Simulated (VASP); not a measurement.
Wanted: the native input for a VASP 6.6.1 run.

```
Task                   : electric field gradients
Functional             : PBE
Potentials or basis    : VASP PAW PBE potentials, release 64 (Mg, I)
Cutoff                 : 520 eV
k mesh                 : 8 × 8 × 4
Occupations            : fermi-dirac, width 0.02 eV
Spin                   : no spin polarisation
Dipole correction      : no
Further INCAR settings : ALGO = Normal; EDIFF = 1e-08; NBANDS = 15
```

The structure of MgI2 lies in POSCAR:

```
MgI2
1.0
    4.1537001214      0.0000000000      0.0000000000
   -2.0768500607      3.5972098248      0.0000000000
    0.0000000000      0.0000000000      6.8620000000
Mg I
1 2
Direct
    0.0000000000      0.0000000000      0.0000000000
    0.3333333333      0.6666666667      0.7576300000
    0.6666666667      0.3333333333      0.2423700000
```

One way to write it, as run:

INCAR

```
ALGO = Normal
EDIFF = 1E-8
ENCUT = 520
GGA = PE
ISIF = 2
ISMEAR = -1
LASPH = T
LCHARG = F
LEFG = T
LREAL = F
LWAVE = F
NBANDS = 15
NELM = 60
PREC = Accurate
SIGMA = 0.02
```

KPOINTS

```
k-points
0
Gamma
  8 8 4
```

Potentials or basis: VASP PAW PBE potentials, release 64 (Mg, I).

Command:

```bash
$ cat potpaw_PBE.64/Mg/POTCAR potpaw_PBE.64/I/POTCAR > POTCAR
$ mpirun -np 1 vasp_std > vasp.out
```

Results of the run:

The pressure is 1.2 GPa, the largest force is 0.029 eV/Å and the band gap on the k mesh is 3.51 eV (least direct gap 3.69 eV). The largest electric field gradient by atom is Mg +0.3; I -49.1 V/Å².

Caveat: without QUAD_EFG the Cq values of the log hold for a quadrupole moment of 1 mb, not for the nuclei; spin-orbit coupling is left out, which moves the levels of the heavy elements; this functional lacks dispersion, which binds the layers, so the pressure and a relaxed spacing across them are unreliable.

Wall time 50 s on 1 thread of Intel(R) Xeon(R) Platinum 8488C (Sapphire Rapids) (shared host), peak memory 0.24 GiB.
